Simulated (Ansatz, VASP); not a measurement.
Ti in VASP and in Ansatz

```
CELL_PARAMETERS angstrom
-1.74700 1.74700 1.54624
1.74700 -1.74700 1.54624
1.50823 1.50823 -1.54624
ATOMIC_POSITIONS crystal
Ti 0.00000 0.00000 0.00000
```

Change from the starting cell: engineering shear strain xy -0.1467, normal strain along z -0.0500.

Alike in both runs: task single point; functional PBE; k mesh 20 × 20 × 20; occupations gaussian, width 0.15 eV; no spin polarisation.

|  | VASP | Ansatz |
| --- | --- | --- |
| version | VASP 6.6.1 | Ansatz 0.2.0 |
| potentials or method | VASP PAW PBE potentials, release 64 (Ti_sv), cutoff 520 eV | scalar-relativistic, plane waves, PAW |
| valence electrons in the cell | 12 | 12 |

Ansatz gave:

* gap on the k mesh at the Fermi level (eV): none
* pressure (GPa): 6.5
* traceless stress, the component that is largest in VASP (GPa): 5.66

Question: Estimate VASP's values.

Answer: gap on the k mesh at the Fermi level (eV): none; pressure (GPa): 6.2; traceless stress, the component that is largest in VASP (GPa): 5.68.

A gap of «none» marks a metal or a gap that the smearing closes.
